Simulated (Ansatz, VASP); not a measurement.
## Two plane-wave programs on GaSb

```xyz
2
Lattice="0.0000 3.0590 3.0590 3.0590 0.0000 3.0590 3.0590 3.0590 0.0000" Properties=species:S:1:pos:R:3 pbc="T T T"
Ga    0.0000    0.0000    0.0000
Sb    4.5885    4.5885    4.5885
```

Alike in both runs: task single point; functional PBE-based screened hybrid with a share of 0.5 of exact exchange and HFSCREEN = 0.20787; k mesh 6 × 6 × 6; occupations gaussian, width 0.05 eV; no spin polarisation.

|  | VASP | Ansatz |
| --- | --- | --- |
| version | VASP 6.6.1 | Ansatz 0.2.0 |
| potentials or method | VASP PAW PBE potentials, release 64 (Ga_d, Sb), cutoff 520 eV | scalar-relativistic, plane waves, PAW |
| valence electrons in the cell | 18 | 28 |

Ansatz gave:

```
gap on the k mesh at the Fermi level (eV) : 1.74
least direct gap on the mesh (eV)         : 1.76
pressure (GPa)                            : -1.0
```

Problem. What did VASP give for the same quantities?

Solution. gap on the k mesh at the Fermi level (eV): 1.98; least direct gap on the mesh (eV): 2.00; pressure (GPa): -3.1.

VASP's potentials were made for PBE, not for PBE-based screened hybrid. With one functional, cell and mesh, what is left measures potentials, basis and numerics. VASP's potentials hold 18 valence electrons a cell and Ansatz's 28, so a difference there can come from the potentials and not from the codes. Ansatz's warnings: stress exchange threshold loose, stress scf threshold loose.

Neither program's run includes spin-orbit coupling.
